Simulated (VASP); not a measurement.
# TaS2 (P-3m1) in VASP: notebook

TaS2 is run at these levels: PBE; tasks: single point.

Program: VASP 6.6.1. These are calculated values, not measurements. Logs are shortened: lines on timing, memory, paths and dates and some standing lists are left out, and cuts for length are marked.

## (1) The cell of the first run

The structure is trigonal, space group P-3m1 (No. 164). Conventional cell: a = 3.350 Å, b = 3.350 Å, c = 5.684 Å, α = 90.00°, β = 90.00°, γ = 120.00°. Within 3.2 Å of Ta (site symmetry -3m) lie 6 S at 2.40 Å. Within 3.2 Å of S (site symmetry 3m) lie 3 Ta at 2.40 Å.

## (2) Single point, PBE (zz strain of -3 %)

The input, INCAR:

```
PREC = Accurate ; ENCUT = 500
EDIFF = 1E-6 ; ISMEAR = -1
SIGMA = 0.03 ; LREAL = False
LASPH = True ; NELM = 120
ALGO = Normal ; ISIF = 2
LWAVE = False ; LCHARG = False
GGA = PE ; NBANDS = 18
GGA_COMPAT = False
```

The input, KPOINTS:

```
regular mesh
0
Gamma
  9 9 5
```

The input, POSCAR:

```
TaS2
1.0
    3.3500021206      0.0000000000      0.0000000000
   -1.6750010603      2.9011869392      0.0000000000
    0.0000000000      0.0000000000      5.6842000000
Ta S
1 2
Direct
    0.0000000000      0.0000000000      0.0000000000
    0.3333333333      0.6666666667      0.2500000000
    0.6666666667      0.3333333333      0.7500000000
```

Potentials or basis: VASP PAW PBE potentials, release 64 (Ta_pv, S).

Command:

```bash
> cat potpaw_PBE.64/Ta_pv/POTCAR potpaw_PBE.64/S/POTCAR > POTCAR
> mpirun -np 1 vasp_std > vasp.out
```

OUTCAR:

```text
PREC = Accurate
   ENCUT = 500
   EDIFF = 1E-6
   ISMEAR = -1
   LREAL = False
   LASPH = True
   NELM = 120
   ISIF = 2
   GGA = PE

 ion  position               nearest neighbor table
   1  0.000  0.000  0.000-   2 2.40   3 2.40   3 2.40   2 2.40   3 2.40   2 2.40
   2  0.333  0.667  0.250-   1 2.40   1 2.40   1 2.40
   3  0.667  0.333  0.750-   1 2.40   1 2.40   1 2.40

  LATTYP: Found a hexagonal cell.
 ALAT       =     3.3500021206
 C/A-ratio  =     1.6967750453

  Lattice vectors:

 A1 = (   3.3500021206,   0.0000000000,   0.0000000000)
 A2 = (  -1.6750010603,   2.9011869392,   0.0000000000)
 A3 = (   0.0000000000,   0.0000000000,   5.6842000000)

Analysis of symmetry for initial positions (statically):
=====================================================================
 Subroutine PRICEL returns:
 Original cell was already a primitive cell.

 Routine SETGRP: Setting up the symmetry group for a
 hexagonal supercell.

 Subroutine GETGRP returns: Found 12 space group operations
 (whereof 12 operations were pure point group operations)
 out of a pool of 24 trial point group operations.

The static configuration has the point symmetry D_3d.

Analysis of symmetry for dynamics (positions and initial velocities):
=====================================================================
 Subroutine PRICEL returns:
 Original cell was already a primitive cell.

 Routine SETGRP: Setting up the symmetry group for a
 hexagonal supercell.

 Subroutine GETGRP returns: Found 12 space group operations
 (whereof 12 operations were pure point group operations)
 out of a pool of 24 trial point group operations.

The dynamic configuration has the point symmetry D_3d.

 Subroutine INISYM returns: Found 12 space group operations
 (whereof 12 operations are pure point group operations),
 and found     1 'primitive' translations

----------------------------------------------------------------------------------------

                                     Primitive cell

  volume of cell :      55.2446

  direct lattice vectors                    reciprocal lattice vectors
     3.350002121  0.000000000  0.000000000     0.298507274  0.172343255  0.000000000
    -1.675001060  2.901186939  0.000000000     0.000000000  0.344686510  0.000000000
     0.000000000  0.000000000  5.684200000     0.000000000  0.000000000  0.175926252

  length of vectors
     3.350002121  3.350002121  5.684200000     0.344686510  0.344686510  0.175926252

  position of ions in fractional coordinates (direct lattice)
     0.000000000  0.000000000  0.000000000
     0.333333333  0.666666667  0.250000000
     0.666666667  0.333333333  0.750000000

  ion indices of the primitive-cell ions
   primitive index   ion index
                 1           1
                 2           2
                 3           3

----------------------------------------------------------------------------------------

 KPOINTS: regular mesh

Automatic generation of k-mesh.
 Grid dimensions read from file:
 generate k-points for:    9    9    5

 Generating k-lattice:

  Cartesian coordinates                     Fractional coordinates (reciprocal lattice)
     0.033167475  0.019149251  0.000000000     0.111111111 -0.000000000  0.000000000
     0.000000000  0.038298501  0.000000000     0.000000000  0.111111111  0.000000000
     0.000000000  0.000000000  0.035185250     0.000000000  0.000000000  0.200000000

  Length of vectors
     0.038298501  0.038298501  0.035185250

  Shift w.r.t. Gamma in fractional coordinates (k-lattice)
     0.000000000  0.000000000  0.000000000

 Subroutine IBZKPT returns following result:
 ===========================================

 Found     50 irreducible k-points:

 Following reciprocal coordinates:
            Coordinates               Weight
  0.000000  0.000000  0.000000      1.000000
  0.111111  0.000000  0.000000      6.000000
  0.222222  0.000000  0.000000      6.000000
  0.333333  0.000000  0.000000      6.000000
  0.444444  0.000000  0.000000      6.000000
  0.111111  0.111111  0.000000      6.000000
[... 16 lines left out ...]
  0.222222  0.111111  0.200000     12.000000
 -0.111111  0.333333  0.200000     12.000000
 [... further k-points ...]
   k-points           NKPTS =     50   k-points in BZ     NKDIM =     50   number of bands    NBANDS=     18
   number of dos      NEDOS =    301   number of ions     NIONS =      3
   total plane-waves  NPLWV =  24192
   dimension x,y,z NGX =    24 NGY =   24 NGZ =   42
   dimension x,y,z NGXF=    48 NGYF=   48 NGZF=   84
   ions per type =               1   2
   NGX,Y,Z   is equivalent  to a cutoff of  11.91, 11.91, 12.28 a.u.
   NGXF,Y,Z  is equivalent  to a cutoff of  23.82, 23.82, 24.57 a.u.
 SYSTEM =  unknown system
   PREC   = accura    normal or accurate (medium, high low for compatibility)
   ISTART =      0    job   : 0-new  1-cont  2-samecut
   ICHARG =      2    charge: 1-file 2-atom 10-const
   ISPIN  =      1    spin polarized calculation?
   LNONCOLLINEAR =      F non collinear calculations
   LSORBIT =      F    spin-orbit coupling
   LASPH  =      T    aspherical Exc in radial PAW
   ENCUT  =  500.0 eV  36.75 Ry    6.06 a.u.   6.11  6.11 10.36*2*pi/ulx,y,z
   NELM   =    120;   NELMIN=  2; NELMDL= -5     # of ELM steps
   EDIFF  = 0.1E-05   stopping-criterion for ELM
   LREAL  =      F    real-space projection
   EDIFFG = 0.1E-04   stopping-criterion for IOM
   NSW    =      0    number of steps for IOM
   IBRION =     -1    ionic relax: 0-MD 1-quasi-New 2-CG
   NFREE  =      0    steps in history (QN), initial steepest desc. (CG)
   ISIF   =      2    stress and relaxation
   ISYM   =      2    0-nonsym 1-usesym 2-fastsym
   POTIM  = 0.5000    time-step for ionic-motion
   TEBEG  =    0.0;   TEEND  =   0.0 temperature during run
   PSTRESS=    0.0 pullay stress
   NELECT =      23.0000    total number of electrons
   NUPDOWN=      -1.0000    fix difference up-down
   EMIN   =  10.00;   EMAX   =-10.00  energy-range for DOS
   EFERMI =   0.00;   METHOD = LEGACY
   ISMEAR =    -1;   SIGMA  =   0.03  broadening in eV -4-tet -1-fermi 0-gaus
   EFERMI_NEDOS =   21; number of points for ismear=-14 and -15
   IALGO  =     38    algorithm
   IMIX   =      4    mixing-type and parameters
     AMIX     =   0.40;   BMIX     =  1.00
     AMIX_MAG =   1.60;   BMIX_MAG =  1.00
  volume/ion in A,a.u.               =      18.41       124.27
  Fermi-wavevector in a.u.,A,eV,Ry     =   1.222421  2.310040 20.331357  1.494313
  Thomas-Fermi vector in A             =   2.357568
   LORBIT       =      0    0 simple, 1 ext, 2 COOP (PROOUT), +10 PAW based schemes
   GGA     = PE    functional components
   LHFCALC =     F    Hartree Fock is set to
   AEXX    =    0.0000 exact exchange contribution
   IVDW    =     0    specifies the selected vdW correction
   LEPSILON=     F    determine dielectric tensor
   LRPA    =     F    only Hartree local field effects (RPA)
 non-spin polarized calculation
  energy-cutoff  :      500.00
  volume of cell :       55.24
 maximum number of plane-waves:      1422
   NGX = 13   NGY = 13   NGZ = 21

 number of electron      22.9999999 magnetization

 Free energy of the ion-electron system (eV)
  ---------------------------------------------------
  ext. energy  EPLUGINS =         0.00000000
  ---------------------------------------------------
  free energy    TOTEN  =       -22.84606213 eV

  energy without entropy =      -22.83967354  energy(sigma->0) =      -22.84286783

 E-fermi :   6.0245     XC(G=0): -10.6742

 val. band max:        6.0195396398   @ k =   0.3333   0.1111   0.0000
 cond. band min:       6.0287356738   @ k =   0.2222   0.1111   0.0000
 fundamental gap:      0.0091960340
 Fermi energy:         6.0245029680

 k-point     1 :       0.0000    0.0000    0.0000
  band No.  band energies     occupation
      1     -29.2211      2.00000
      2     -29.1991      2.00000
      3     -29.1991      2.00000
      4      -9.3548      2.00000
      5      -7.0416      2.00000
      6      -1.1475      2.00000
[... 10 lines left out ...]
     17      11.0963      0.00000
     18      11.8478      0.00000

 k-point     2 :       0.1111    0.0000    0.0000
  band No.  band energies     occupation
      1     -29.2368      2.00000
      2     -29.2138      2.00000
      3     -29.2076      2.00000
      4      -9.1560      2.00000
      5      -7.0681      2.00000
      6      -0.9174      2.00000
[... 10 lines left out ...]
     17      12.1468      0.00000
     18      12.6077      0.00000

 k-point     3 :       0.2222    0.0000    0.0000
  band No.  band energies     occupation
      1     -29.3309      2.00000
      2     -29.2290      2.00000
      3     -29.1954      2.00000
      4      -8.6178      2.00000
      5      -7.1313      2.00000
      6      -0.3036      2.00000
[... 10 lines left out ...]
     17      13.0671      0.00000
     18      13.9455      0.00000

 k-point     4 :       0.3333    0.0000    0.0000
  band No.  band energies     occupation
      1     -29.4355      2.00000
      2     -29.2532      2.00000
      3     -29.1742      2.00000
      4      -7.9529      2.00000
      5      -7.1496      2.00000
      6      -0.1113      2.00000
[... 10 lines left out ...]
     17      12.6521      0.00000
     18      13.0984      0.00000

 k-point     5 :       0.4444    0.0000    0.0000
  band No.  band energies     occupation
      1     -29.5027      2.00000
      2     -29.2689      2.00000
      3     -29.1604      2.00000
      4      -7.6231      2.00000
      5      -6.9433      2.00000
      6      -1.0031      2.00000
[... 10 lines left out ...]
     17      11.9902      0.00000
     18      13.5336      0.00000

 k-point     6 :       0.1111    0.1111    0.0000
  band No.  band energies     occupation
      1     -29.2992      2.00000
      2     -29.2262      2.00000
      3     -29.2008      2.00000
      4      -8.7855      2.00000
      5      -7.1141      2.00000
      6      -0.4819      2.00000
[... 10 lines left out ...]
     17      13.4234      0.00000
     18      13.6484      0.00000

 k-point     7 :       0.2222    0.1111    0.0000
  band No.  band energies     occupation
      1     -29.3906      2.00000
      2     -29.2568      2.00000
      3     -29.1811      2.00000
      4      -8.1602      2.00000
      5      -7.1712      2.00000
      6       0.2028      2.00000
[... 10 lines left out ...]
     17      13.4460      0.00000
     18      14.1339      0.00000

 k-point     8 :       0.3333    0.1111    0.0000
  band No.  band energies     occupation
      1     -29.4691      2.00000
      2     -29.2839      2.00000
      3     -29.1637      2.00000
      4      -7.6152      2.00000
      5      -7.0976      2.00000
      6      -0.4595      2.00000
[... 10 lines left out ...]
     17      13.0709      0.00000
     18      13.2439      0.00000
[... 229 lines left out ...]
     17      12.0099      0.00000
     18      12.2417      0.00000

 k-point    20 :       0.4444    0.0000    0.2000
  band No.  band energies     occupation
      1     -29.5026      2.00000
      2     -29.2689      2.00000
      3     -29.1604      2.00000
      4      -7.6085      2.00000
      5      -6.9620      2.00000
      6      -0.9855      2.00000
[... 10 lines left out ...]
     17      12.3328      0.00000
     18      13.3476      0.00000

 k-point    21 :       0.0000    0.4444    0.2000
  band No.  band energies     occupation
      1     -29.5026      2.00000
      2     -29.2689      2.00000
      3     -29.1604      2.00000
      4      -7.7024      2.00000
      5      -6.8237      2.00000
      6      -1.0934      2.00000
[... 10 lines left out ...]
     17      11.5461      0.00000
     18      12.5315      0.00000

 k-point    22 :       0.1111    0.1111    0.2000
  band No.  band energies     occupation
      1     -29.2992      2.00000
      2     -29.2262      2.00000
      3     -29.2008      2.00000
      4      -8.7001      2.00000
      5      -7.2575      2.00000
      6      -0.2564      2.00000
[... 10 lines left out ...]
     17      13.3334      0.00000
     18      13.8784      0.00000

 k-point    23 :       0.2222    0.1111    0.2000
  band No.  band energies     occupation
      1     -29.3905      2.00000
      2     -29.2568      2.00000
      3     -29.1811      2.00000
      4      -8.0583      2.00000
      5      -7.3075      2.00000
      6       0.2905      2.00000
[... 10 lines left out ...]
     17      13.7323      0.00000
     18      14.2553      0.00000

 k-point    24 :      -0.1111    0.3333    0.2000
  band No.  band energies     occupation
      1     -29.3905      2.00000
      2     -29.2568      2.00000
      3     -29.1811      2.00000
      4      -8.1212      2.00000
      5      -7.2139      2.00000
      6      -0.0812      2.00000
[... 10 lines left out ...]
     17      12.9070      0.00000
     18      13.4755      0.00000

 [... further k-points ...]
[... 5 lines left out ...]
  --------------------------------------------------------------------------------------
  -------------------------------------------------------------------------------------
  Total        4.0247204      4.0247204      6.6678103      0.0000000      0.0000000      0.0000000
  in kB      116.7229209    116.7229209    193.3764885      0.0000000      0.0000000      0.0000000
  external PRESSURE =     142.2741101 kB  Pullay stress =       0.0000000 kB

 VOLUME and BASIS-vectors are now :
 -----------------------------------------------------------------------------
  energy-cutoff  :      500.00
  volume of cell :       55.24
      direct lattice vectors                 reciprocal lattice vectors
     3.350002121  0.000000000  0.000000000     0.298507274  0.172343255  0.000000000
    -1.675001060  2.901186939  0.000000000     0.000000000  0.344686510  0.000000000
     0.000000000  0.000000000  5.684200000     0.000000000  0.000000000  0.175926252

 POSITION                                       TOTAL-FORCE (eV/Angst)
 -----------------------------------------------------------------------------------
      0.00000      0.00000      0.00000        -0.000000      0.000000      0.000000
     -0.00000      1.93412      1.42105         0.000000     -0.000000      1.980684
      1.67500      0.96706      4.26315        -0.000000      0.000000     -1.980684
 -----------------------------------------------------------------------------------
    total drift:                               -0.000000      0.000000      0.000000

  FREE ENERGIE OF THE ION-ELECTRON SYSTEM (eV)
  ---------------------------------------------------
  free  energy   TOTEN  =       -22.8460621276 eV

  energy  without entropy=      -22.8396735392  energy(sigma->0) =      -22.84286783
```

Run time: 49 s. Hardware: 1 thread of Intel Xeon 8259CL, shared host; peak memory 0.19 GiB.

Results:

| Item | Value |
| --- | --- |
| Free energy | -22.8461 eV |
| Pressure | 14.2 GPa |
| Largest force | 1.981 eV/Å |

Forces on the atoms (eV/Å):
```
Ta   0.000  0.000  0.000
S    0.000  0.000  1.981
S    0.000  0.000 -1.981
```

Stress tensor (GPa, compression positive):
```
11.67  0.00  0.00
 0.00 11.67  0.00
 0.00  0.00 19.34
```

Caveat: the cell differs from its parent crystal (zz strain of -3 %); spin-orbit coupling is left out, which moves the levels of the heavy elements; forces of over 1 eV/Å act on the atoms, so gaps and moduli don't describe the material at rest.

## (3) Single point, PBE (zz strain of -1 %)

The input, INCAR:

```
SYSTEM = TaS2
PREC = Accurate
ENCUT = 500
EDIFF = 1E-6
ISMEAR = -1
SIGMA = 0.03
LREAL = .False.
LASPH = .True.
NELM = 120
ALGO = Normal
ISIF = 2
LWAVE = .False.
LCHARG = .False.
GGA = PE
NBANDS = 18
GGA_COMPAT = .False.
```

The input, KPOINTS:

```
regular mesh
0
Gamma
  9 9 5
  0 0 0
```

POSCAR, as its differences from that of step 2:

```diff
@@ -4,3 +4,3 @@
    -1.6750010603      2.9011869392      0.0000000000
-    0.0000000000      0.0000000000      5.6842000000
+    0.0000000000      0.0000000000      5.8014000000
 Ta S
```

Potentials or basis: VASP PAW PBE potentials, release 64 (Ta_pv, S).

Command:

```bash
> cat potpaw_PBE.64/Ta_pv/POTCAR potpaw_PBE.64/S/POTCAR > POTCAR
> mpirun -np 1 vasp_std > vasp.out
```

Wall time 57 s (1 thread of Intel Xeon 8259CL, shared host); peak memory 0.19 GiB.

It converged, with:

| Property | Result |
| --- | --- |
| Free energy | -22.9671 eV |
| Pressure | 10.8 GPa |
| Largest force | 1.487 eV/Å |

Forces on the atoms (eV/Å):
```
Ta   0.000  0.000  0.000
S    0.000  0.000  1.487
S    0.000  0.000 -1.487
```

Stress tensor (GPa, compression positive):
```
 8.80  0.00  0.00
 0.00  8.80  0.00
 0.00  0.00 14.66
```

Levels at points of the mesh, in eV from the Fermi level:
| k point | band 10 | band 11 | band 12 | band 13 | band 14 | band 15 |
| --- | --- | --- | --- | --- | --- | --- |
| (0.00, 0.00, 0.00) | -0.83 | -0.83 | 0.00 | 0.00 | 0.33 | 4.13 |

Caveat: the cell differs from its parent crystal (zz strain of -1 %); spin-orbit coupling is left out, which moves the levels of the heavy elements; this functional lacks dispersion, which binds the layers, so the pressure and a relaxed spacing across them are unreliable; forces of over 1 eV/Å act on the atoms, so gaps and moduli don't describe the material at rest.
